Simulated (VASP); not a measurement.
A run of VASP 6.6.1 is set up as follows.

INCAR

```
ALGO = Normal
EDIFF = 1E-7
ENCUT = 520
GGA = PE
ISIF = 2
ISMEAR = 0
LASPH = True
LCHARG = False
LREAL = False
LWAVE = False
NBANDS = 15
NELM = 100
PREC = Accurate
SIGMA = 0.05
```

KPOINTS

```
k-points
0
Gamma
  18 18 14
```

POSCAR

```
TaN
1.0
    2.9380000000      0.0000000000      0.0000000000
   -1.4690000000      2.5443826400      0.0000000000
    0.0000000000      0.0000000000      2.8830000000
Ta N
1 1
Direct
    0.0000000000      0.0000000000      0.5000000000
    0.6666666700      0.3333333300      0.0000000000
```

Potentials or basis: VASP PAW PBE potentials, release 64 (Ta_pv, N).

Command:

```console
$ cat potpaw_PBE.64/Ta_pv/POTCAR potpaw_PBE.64/N/POTCAR > POTCAR
$ mpirun -np 1 vasp_std > vasp.out
```

Task: Predict the pressure.

Result: 5.4 GPa.

Task: What does it give for the band gap on the k mesh?

Result: Zero (band 8 reaches 8.48 eV, above the bottom of band 9 at 8.17 eV).

Stress tensor (GPa, compression positive):
```
4.95 0.00 0.00
0.00 4.95 0.00
0.00 0.00 6.28
```

Caveat: spin-orbit coupling is left out, which moves the levels of the heavy elements.
